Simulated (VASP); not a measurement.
Input of a VASP 6.6.1 run:

INCAR

```
  PREC = Accurate
  ENCUT = 600
  EDIFF = 1E-6
  ISMEAR = -1
  SIGMA = 0.05
  LREAL = F
  LASPH = T
  NELM = 80
  ALGO = Normal
  ISIF = 3
  LWAVE = F
  LCHARG = F
  GGA = PS
  IBRION = 2
  NSW = 100
  EDIFFG = -0.002
```

File KPOINTS:

```
regular mesh
0
Gamma
  10 10 10
```

File POSCAR:

```
YTl
1.0
    3.7510000000      0.0000000000      0.0000000000
    0.0000000000      3.7510000000      0.0000000000
    0.0000000000      0.0000000000      3.7510000000
Y Tl
1 1
Direct
    0.5000000000      0.5000000000      0.5000000000
    0.0000000000      0.0000000000      0.0000000000
```

Potentials or basis: VASP PAW PBE potentials, release 64 (Y_sv, Tl_d).

Launch:

```console
$ cat potpaw_PBE.64/Y_sv/POTCAR potpaw_PBE.64/Tl_d/POTCAR > POTCAR
$ mpirun -np 1 vasp_std > vasp.out
```

Question: Estimate the relaxed volume.

Answer: 26.10 Å³/atom.

Question: What does it give for the relaxed cell?

Answer: a = 3.737 Å, b = 3.737 Å, c = 3.737 Å, α = 90.00°, β = 90.00°, γ = 90.00°.

Final structure:
```
CELL_PARAMETERS angstrom
3.73741 0.00000 0.00000
0.00000 3.73741 0.00000
0.00000 0.00000 3.73741
ATOMIC_POSITIONS crystal
Y 0.50000 0.50000 0.50000
Tl 0.00000 0.00000 0.00000
```

Caveat: the PAW data sets were made with another functional, which shifts forces and pressure a little.
